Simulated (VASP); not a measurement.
# Ta (Im-3m) in VASP: a series of runs

Runs on Ta. Level: PBEsol. Tasks: single point.

Everything below comes from runs of VASP 6.6.1. Logs are shortened: lines on timing, memory, paths and dates and some standing lists are left out, and cuts for length are marked.

## Step 1: The cell of the first run

The structure is cubic, space group Im-3m (No. 229). The conventional cell has a = 3.258 Å, b = 3.258 Å, c = 3.258 Å, α = 90.00°, β = 90.00°, γ = 90.00°. Within 3.7 Å of Ta (site symmetry m-3m) lie 14 Ta at 2.82 to 3.26 Å.

## Step 2: Single point, PBEsol (volume scaled by 0.96)

INCAR reads:

```
SYSTEM = Ta
PREC = Accurate
ENCUT = 520
EDIFF = 1E-7
ISMEAR = -1
SIGMA = 0.05
LREAL = .FALSE.
LASPH = .TRUE.
NELM = 100
ALGO = Normal
ISIF = 2
LWAVE = .FALSE.
LCHARG = .TRUE.
GGA = PS
LELF = .TRUE.
LVHAR = .TRUE.
NBANDS = 12
```

KPOINTS reads:

```
Automatic mesh
0
G
  15 15 15
  0 0 0
```

POSCAR reads:

```
Ta
1.0
   -1.6289626696      1.6289626696      1.6289626696
    1.6289626696     -1.6289626696      1.6289626696
    1.6289626696      1.6289626696     -1.6289626696
Ta
1
Direct
    0.0000000000      0.0000000000      0.0000000000
```

Potentials or basis: VASP PAW PBE potentials, release 64 (Ta_pv).

On the command line:

```sh
$ cat potpaw_PBE.64/Ta_pv/POTCAR > POTCAR
$ mpirun -np 1 vasp_std > vasp.out
```

OUTCAR:

```text
SYSTEM = Ta
   PREC = Accurate
   ENCUT = 520
   EDIFF = 1E-7
   ISMEAR = -1
   LREAL = .FALSE.
   LASPH = .TRUE.
   NELM = 100
   ISIF = 2
   GGA = PS

 ion  position               nearest neighbor table
   1  0.000  0.000  0.000-

  LATTYP: Found a body centered cubic cell.
 ALAT       =     3.2579253392

  Lattice vectors:

 A1 = (  -1.6289626696,   1.6289626696,   1.6289626696)
 A2 = (   1.6289626696,  -1.6289626696,   1.6289626696)
 A3 = (   1.6289626696,   1.6289626696,  -1.6289626696)

Analysis of symmetry for initial positions (statically):
=====================================================================
 Subroutine PRICEL returns:
 Original cell was already a primitive cell.

 Routine SETGRP: Setting up the symmetry group for a
 body centered cubic supercell.

 Subroutine GETGRP returns: Found 48 space group operations
 (whereof 48 operations were pure point group operations)
 out of a pool of 48 trial point group operations.

The static configuration has the point symmetry O_h .

Analysis of symmetry for dynamics (positions and initial velocities):
=====================================================================
 Subroutine PRICEL returns:
 Original cell was already a primitive cell.

 Routine SETGRP: Setting up the symmetry group for a
 body centered cubic supercell.

 Subroutine GETGRP returns: Found 48 space group operations
 (whereof 48 operations were pure point group operations)
 out of a pool of 48 trial point group operations.

The dynamic configuration has the point symmetry O_h .

 Subroutine INISYM returns: Found 48 space group operations
 (whereof 48 operations are pure point group operations),
 and found     1 'primitive' translations

----------------------------------------------------------------------------------------

                                     Primitive cell

  volume of cell :      17.2899

  direct lattice vectors                    reciprocal lattice vectors
    -1.628962670  1.628962670  1.628962670     0.000000000  0.306943805  0.306943805
     1.628962670 -1.628962670  1.628962670     0.306943805  0.000000000  0.306943805
     1.628962670  1.628962670 -1.628962670     0.306943805  0.306943805  0.000000000

  length of vectors
     2.821446107  2.821446107  2.821446107     0.434084092  0.434084092  0.434084092

  position of ions in fractional coordinates (direct lattice)
     0.000000000  0.000000000  0.000000000

  ion indices of the primitive-cell ions
   primitive index   ion index
                 1           1

----------------------------------------------------------------------------------------

 KPOINTS: Automatic mesh

Automatic generation of k-mesh.
 Grid dimensions read from file:
 generate k-points for:   15   15   15

 Generating k-lattice:

  Cartesian coordinates                     Fractional coordinates (reciprocal lattice)
     0.000000000  0.020462920  0.020462920     0.066666667  0.000000000  0.000000000
     0.020462920  0.000000000  0.020462920     0.000000000  0.066666667  0.000000000
     0.020462920  0.020462920  0.000000000     0.000000000  0.000000000  0.066666667

  Length of vectors
     0.028938939  0.028938939  0.028938939

  Shift w.r.t. Gamma in fractional coordinates (k-lattice)
     0.000000000  0.000000000  0.000000000

 Subroutine IBZKPT returns following result:
 ===========================================

 Found    120 irreducible k-points:

 Following reciprocal coordinates:
            Coordinates               Weight
  0.000000  0.000000  0.000000      1.000000
  0.066667  0.000000  0.000000     12.000000
  0.133333  0.000000  0.000000     12.000000
  0.200000  0.000000  0.000000     12.000000
  0.266667  0.000000  0.000000     12.000000
  0.333333  0.000000  0.000000     12.000000
[... 16 lines left out ...]
  0.333333  0.200000  0.000000     48.000000
  0.400000  0.200000  0.000000     24.000000
 [... further k-points ...]
   k-points           NKPTS =    120   k-points in BZ     NKDIM =    120   number of bands    NBANDS=     12
   number of dos      NEDOS =    301   number of ions     NIONS =      1
   total plane-waves  NPLWV =  13824
   dimension x,y,z NGX =    24 NGY =   24 NGZ =   24
   dimension x,y,z NGXF=    48 NGYF=   48 NGZF=   48
   ions per type =               1
   NGX,Y,Z   is equivalent  to a cutoff of  14.14, 14.14, 14.14 a.u.
   NGXF,Y,Z  is equivalent  to a cutoff of  28.28, 28.28, 28.28 a.u.
 SYSTEM =  Ta
   PREC   = accura    normal or accurate (medium, high low for compatibility)
   ISTART =      0    job   : 0-new  1-cont  2-samecut
   ICHARG =      2    charge: 1-file 2-atom 10-const
   ISPIN  =      1    spin polarized calculation?
   LNONCOLLINEAR =      F non collinear calculations
   LSORBIT =      F    spin-orbit coupling
   LASPH  =      T    aspherical Exc in radial PAW
   ENCUT  =  520.0 eV  38.22 Ry    6.18 a.u.   5.25  5.25  5.25*2*pi/ulx,y,z
   NELM   =    100;   NELMIN=  2; NELMDL= -5     # of ELM steps
   EDIFF  = 0.1E-06   stopping-criterion for ELM
   LREAL  =      F    real-space projection
   EDIFFG = 0.1E-05   stopping-criterion for IOM
   NSW    =      0    number of steps for IOM
   IBRION =     -1    ionic relax: 0-MD 1-quasi-New 2-CG
   NFREE  =      0    steps in history (QN), initial steepest desc. (CG)
   ISIF   =      2    stress and relaxation
   ISYM   =      2    0-nonsym 1-usesym 2-fastsym
   POTIM  = 0.5000    time-step for ionic-motion
   TEBEG  =    0.0;   TEEND  =   0.0 temperature during run
   PSTRESS=    0.0 pullay stress
   NELECT =      11.0000    total number of electrons
   NUPDOWN=      -1.0000    fix difference up-down
   EMIN   =  10.00;   EMAX   =-10.00  energy-range for DOS
   EFERMI =   0.00;   METHOD = LEGACY
   ISMEAR =    -1;   SIGMA  =   0.05  broadening in eV -4-tet -1-fermi 0-gaus
   EFERMI_NEDOS =   21; number of points for ismear=-14 and -15
   IALGO  =     38    algorithm
   IMIX   =      4    mixing-type and parameters
     AMIX     =   0.40;   BMIX     =  1.00
     AMIX_MAG =   1.60;   BMIX_MAG =  1.00
  volume/ion in A,a.u.               =      17.29       116.68
  Fermi-wavevector in a.u.,A,eV,Ry     =   1.408017  2.660767 26.973716  1.982512
  Thomas-Fermi vector in A             =   2.530218
   LORBIT       =      0    0 simple, 1 ext, 2 COOP (PROOUT), +10 PAW based schemes
   GGA     = PS    functional components
   LHFCALC =     F    Hartree Fock is set to
   AEXX    =    0.0000 exact exchange contribution
   IVDW    =     0    specifies the selected vdW correction
   LEPSILON=     F    determine dielectric tensor
   LRPA    =     F    only Hartree local field effects (RPA)
 non-spin polarized calculation
  energy-cutoff  :      520.00
  volume of cell :       17.29
 maximum number of plane-waves:       478
 NGX is ok and might be reduce to    24
   NGX = 11   NGY = 11   NGZ = 11

 number of electron      11.0000000 magnetization

 Free energy of the ion-electron system (eV)
  ---------------------------------------------------
  ext. energy  EPLUGINS =         0.00000000
  ---------------------------------------------------
  free energy    TOTEN  =       -12.55067382 eV

  energy without entropy =      -12.54161086  energy(sigma->0) =      -12.54614234

 E-fermi :   5.6545     XC(G=0): -12.9387

 val. band max:        5.6393831610   @ k =  -0.2667   0.2667   0.1333
 cond. band min:       5.7027662472   @ k =   0.3333   0.0000   0.0000
 fundamental gap:      0.0633830862
 Fermi energy:         5.6545186429

 k-point     1 :       0.0000    0.0000    0.0000
  band No.  band energies     occupation
      1     -27.2028      2.00000
      2     -27.2028      2.00000
      3     -27.2028      2.00000
      4      -2.4304      2.00000
      5       6.3745      0.00000
      6       6.3745      0.00000
      7       6.3745      0.00000
      8       9.7922      0.00000
      9       9.7922      0.00000
     10      20.4631      0.00000
     11      20.8887      0.00000
     12      20.8887      0.00000

 k-point     2 :       0.0667    0.0000    0.0000
  band No.  band energies     occupation
      1     -27.2669      2.00000
      2     -27.2222      2.00000
      3     -27.2032      2.00000
      4      -2.2207      2.00000
      5       6.2374      0.00002
      6       6.3343      0.00000
      7       6.5805      0.00000
      8       9.5695      0.00000
      9       9.7921      0.00000
     10      20.4630      0.00000
     11      21.0800      0.00000
     12      21.2536      0.00000

 k-point     3 :       0.1333    0.0000    0.0000
  band No.  band energies     occupation
      1     -27.4449      2.00000
      2     -27.2768      2.00000
      3     -27.2043      2.00000
      4      -1.6257      2.00000
      5       5.8736      0.02471
      6       6.1513      0.00010
      7       7.1893      0.00000
      8       9.1824      0.00000
      9       9.8086      0.00000
     10      20.4621      0.00000
     11      21.5194      0.00000
     12      22.2969      0.00000

 k-point     4 :       0.2000    0.0000    0.0000
  band No.  band energies     occupation
      1     -27.6990      2.00000
      2     -27.3563      2.00000
      3     -27.2061      2.00000
      4      -0.7561      2.00000
      5       5.3904      1.98989
      6       5.7851      0.13672
      7       8.1726      0.00000
      8       9.0598      0.00000
      9       9.8797      0.00000
     10      20.4600      0.00000
     11      21.6774      0.00000
     12      23.6649      0.00000

 k-point     5 :       0.2667    0.0000    0.0000
  band No.  band energies     occupation
      1     -27.9796      2.00000
      2     -27.4461      2.00000
      3     -27.2082      2.00000
      4       0.1693      2.00000
      5       4.8951      2.00000
      6       5.4959      1.91950
      7       9.2564      0.00000
      8       9.4777      0.00000
      9      10.0366      0.00000
     10      20.4531      0.00000
     11      20.9226      0.00000
     12      22.6630      0.00000

 k-point     6 :       0.3333    0.0000    0.0000
  band No.  band energies     occupation
      1     -28.2378      2.00000
      2     -27.5307      2.00000
      3     -27.2103      2.00000
      4       0.8247      2.00000
      5       4.4675      2.00000
      6       5.7028      0.55178
      7       9.5722      0.00000
      8      10.2788      0.00000
      9      11.0090      0.00000
     10      19.6707      0.00000
     11      20.3826      0.00000
     12      20.8933      0.00000

 k-point     7 :       0.4000    0.0000    0.0000
  band No.  band energies     occupation
      1     -28.4333      2.00000
      2     -27.5959      2.00000
      3     -27.2119      2.00000
      4       1.0594      2.00000
      5       4.1585      2.00000
      6       6.4899      0.00000
      7       9.7731      0.00000
      8      10.5541      0.00000
      9      12.5691      0.00000
     10      18.5509      0.00000
     11      19.1302      0.00000
     12      20.4982      0.00000

 k-point     8 :       0.4667    0.0000    0.0000
  band No.  band energies     occupation
      1     -28.5381      2.00000
      2     -27.6313      2.00000
      3     -27.2129      2.00000
      4       1.0805      2.00000
      5       3.9975      2.00000
      6       7.3188      0.00000
      7       9.7307      0.00000
      8      10.7503      0.00000
      9      13.7031      0.00000
     10      17.8981      0.00000
     11      18.1688      0.00000
     12      20.4872      0.00000
[... 166 lines left out ...]
 k-point    20 :       0.4000    0.1333    0.0000
  band No.  band energies     occupation
      1     -28.4677      2.00000
      2     -27.7091      2.00000
      3     -27.2920      2.00000
      4       1.6723      2.00000
      5       4.1078      2.00000
      6       6.4049      0.00000
      7       9.4990      0.00000
      8      11.0416      0.00000
      9      14.4960      0.00000
     10      17.2285      0.00000
     11      19.1119      0.00000
     12      20.4813      0.00000

 k-point    21 :       0.2000    0.2000    0.0000
  band No.  band energies     occupation
      1     -28.1893      2.00000
      2     -27.5747      2.00000
      3     -27.3119      2.00000
      4       1.5419      2.00000
      5       4.4389      2.00000
      6       4.9512      2.00000
      7       8.9232      0.00000
      8      10.6852      0.00000
      9      11.8166      0.00000
     10      19.7753      0.00000
     11      20.4964      0.00000
     12      22.6360      0.00000

 k-point    22 :       0.2667    0.2000    0.0000
  band No.  band energies     occupation
      1     -28.3032      2.00000
      2     -27.6984      2.00000
      3     -27.3304      2.00000
      4       2.1204      2.00000
      5       4.2257      2.00000
      6       5.1109      1.99996
      7       9.2454      0.00000
      8      10.7234      0.00000
      9      13.4722      0.00000
     10      18.3408      0.00000
     11      20.4780      0.00000
     12      21.4102      0.00000

 k-point    23 :       0.3333    0.2000    0.0000
  band No.  band energies     occupation
      1     -28.3695      2.00000
      2     -27.7953      2.00000
      3     -27.3393      2.00000
      4       2.2781      2.00000
      5       4.1773      2.00000
      6       5.5381      1.82241
      7       9.5115      0.00000
      8      10.8414      0.00000
      9      14.9685      0.00000
     10      16.8509      0.00000
     11      20.2567      0.00000
     12      20.4826      0.00000

 k-point    24 :       0.4000    0.2000    0.0000
  band No.  band energies     occupation
      1     -28.3906      2.00000
      2     -27.8320      2.00000
      3     -27.3420      2.00000
      4       2.2828      2.00000
      5       4.1685      2.00000
      6       5.7834      0.14129
      7       9.5423      0.00000
      8      11.0335      0.00000
      9      15.6754      0.00000
     10      16.1328      0.00000
     11      19.7567      0.00000
     12      20.4774      0.00000

 [... further k-points ...]
[... 5 lines left out ...]
  --------------------------------------------------------------------------------------
  -------------------------------------------------------------------------------------
  Total        0.5031636      0.5031636      0.5031636     -0.0000000      0.0000000     -0.0000000
  in kB       46.6258134     46.6258134     46.6258134     -0.0000000      0.0000000     -0.0000000
  external PRESSURE =      46.6258134 kB  Pullay stress =       0.0000000 kB

 VOLUME and BASIS-vectors are now :
 -----------------------------------------------------------------------------
  energy-cutoff  :      520.00
  volume of cell :       17.29
      direct lattice vectors                 reciprocal lattice vectors
    -1.628962670  1.628962670  1.628962670     0.000000000  0.306943805  0.306943805
     1.628962670 -1.628962670  1.628962670     0.306943805  0.000000000  0.306943805
     1.628962670  1.628962670 -1.628962670     0.306943805  0.306943805  0.000000000

 POSITION                                       TOTAL-FORCE (eV/Angst)
 -----------------------------------------------------------------------------------
      0.00000      0.00000      0.00000        -0.000000      0.000000      0.000000
 -----------------------------------------------------------------------------------
    total drift:                                0.000000      0.000000     -0.000000

  FREE ENERGIE OF THE ION-ELECTRON SYSTEM (eV)
  ---------------------------------------------------
  free  energy   TOTEN  =       -12.5506738191 eV

  energy  without entropy=      -12.5416108619  energy(sigma->0) =      -12.54614234
```

Run time: 9.7 s. Hardware: 1 thread of Intel Xeon 6975P-C, shared host; peak memory 0.16 GiB.

Results:

```yaml
Free_energy: -12.5507 eV
Pressure: 4.7 GPa
```

Levels at points of the mesh, in eV from the Fermi level:
```csv
k point,band 3,band 4,band 5,band 6,band 7,band 8
"(0.00, 0.00, 0.00)",-32.86,-8.08,0.72,0.72,0.72,4.14
```

Caveat: the PAW data sets were made with another functional, which shifts forces and pressure a little; spin-orbit coupling is left out, which moves the levels of the heavy elements.

## Step 3: Single point, PBEsol (volume scaled by 0.99)

INCAR reads:

```
SYSTEM = Ta
PREC = Accurate
ENCUT = 520
EDIFF = 1E-6
ISMEAR = -1
SIGMA = 0.05
LREAL = .False.
LASPH = .True.
NELM = 80
ALGO = Normal
ISIF = 2
LWAVE = .False.
LCHARG = .False.
GGA = PS
NBANDS = 12
```

KPOINTS reads:

```
Automatic mesh
0
Gamma
  15 15 15
  0 0 0
```

POSCAR reads:

```
Ta
1.0
   -1.6457572832      1.6457572832      1.6457572832
    1.6457572832     -1.6457572832      1.6457572832
    1.6457572832      1.6457572832     -1.6457572832
Ta
1
Direct
    0.0000000000      0.0000000000      0.0000000000
```

Potentials or basis: VASP PAW PBE potentials, release 64 (Ta_pv).

On the command line:

```sh
$ cat potpaw_PBE.64/Ta_pv/POTCAR > POTCAR
$ mpirun -np 1 vasp_std > vasp.out
```

It took 9.2 s on 1 thread of Intel Xeon 6975P-C, shared host; peak memory 0.16 GiB.

It converged, with:

```
Free energy : -12.5552 eV
Pressure    : -1.9 GPa
```

Levels at points of the mesh, in eV from the Fermi level:
| k point | band 2 | band 3 | band 4 | band 5 | band 6 | band 7 | band 8 | band 9 |
| --- | --- | --- | --- | --- | --- | --- | --- | --- |
| (0.00, 0.00, 0.00) | -32.98 | -32.98 | -7.97 | 0.72 | 0.72 | 0.72 | 4.03 | 4.03 |

Caveat: the PAW data sets were made with another functional, which shifts forces and pressure a little; spin-orbit coupling is left out, which moves the levels of the heavy elements.

[end of part 1 of 2]
